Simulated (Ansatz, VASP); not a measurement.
CuI: VASP beside Ansatz

```
Cu I
1.0
     3.73317   -3.71109    0.00000
     3.73317    3.71109    0.00000
     0.00000    0.00000    4.30700
Cu I
2 2
Direct
  0.42044 0.57956 0.75000
  0.57956 0.42044 0.25000
  0.77004 0.22996 0.75000
  0.22996 0.77004 0.25000
```

Alike in both runs: task electric field gradients; functional LDA; k mesh 5 × 5 × 6; occupations fermi-dirac, width 0.02 eV; no spin polarisation.

```csv
,VASP,Ansatz
version,VASP 6.6.1,Ansatz 0.2.0
potentials or method,"VASP PAW LDA potentials, release 64 (Cu, I)","PAW with Ansatz's default frozen-core files, scalar-relativistic"
plane-wave cutoff (eV),520,420
valence electrons in the cell,36,72
```

```tsv
	VASP	Ansatz	Ansatz less VASP
gap on the k mesh at the Fermi level (eV)	0.90	0.86	-0.037
pressure (GPa)	-2.9	-3.0	-0.10
traceless stress, the component that is largest in VASP (GPa)	1.76	1.87	+0.110
rms of the force components (eV/Å)	0.154	0.160	+0.0061
size of Vzz on the site where it differs most (V/Å²)	57.6	42.2	-15.40
```

LDA's correlation is that of Perdew and Zunger in VASP and of Perdew and Wang (1992) in Ansatz. Atom by atom the forces differ by 0.009 eV/Å (rms over components). VASP's potentials hold 36 valence electrons a cell and Ansatz's 72, so a difference there can come from the potentials and not from the codes.

Spin-orbit coupling is off throughout.
